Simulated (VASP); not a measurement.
Wanted: the native input for a VASP 6.6.1 run.

```yaml
Task: single point
Functional: PBEsol
Potentials_or_basis: VASP PAW PBE potentials, release 64 (Ag, B)
Cutoff: 520 eV
k_mesh: 16 × 16 × 13
Occupations: fermi-dirac, width 0.05 eV
Spin: no spin polarisation
Dipole_correction: no
Further_INCAR_settings: ALGO = Normal; EDIFF = 1e-07; NBANDS = 16
```

The structure of AgB2 lies in POSCAR:

```
AgB2
1.0
    3.0198697800      0.0000000000      0.0000000000
   -1.5099348901      2.6152839457      0.0000000000
    0.0000000000      0.0000000000      3.2614575790
Ag B
1 2
Direct
    0.0000000000      0.0000000000      0.0000000000
    0.3333333333      0.6666666667      0.5000000000
    0.6666666667      0.3333333333      0.5000000000
```

This cell differs from its parent crystal: volume scaled by 1.02.

The input as run:

INCAR

```
SYSTEM = AgB2
PREC = Accurate
ENCUT = 520
EDIFF = 1E-7
ISMEAR = -1
SIGMA = 0.05
LREAL = .FALSE.
LASPH = .TRUE.
NELM = 80
ALGO = Normal
ISIF = 2
LWAVE = .FALSE.
LCHARG = .FALSE.
GGA = PS
NBANDS = 16
```

KPOINTS

```
regular mesh
0
G
  16 16 13
  0 0 0
```

Potentials or basis: VASP PAW PBE potentials, release 64 (Ag, B).

Launch:

```sh
$ cat potpaw_PBE.64/Ag/POTCAR potpaw_PBE.64/B/POTCAR > POTCAR
$ mpirun -np 1 vasp_std > vasp.out
```

It gave:

The pressure is 39.9 GPa.

Caveat: the PAW data sets were made with another functional, which shifts forces and pressure a little.

It took 63 s on 1 thread of Intel(R) Xeon(R) Platinum 8175M CPU @ 2.50GHz (Skylake/Cascade Lake), with other jobs on the host, peak memory 0.2 GiB.
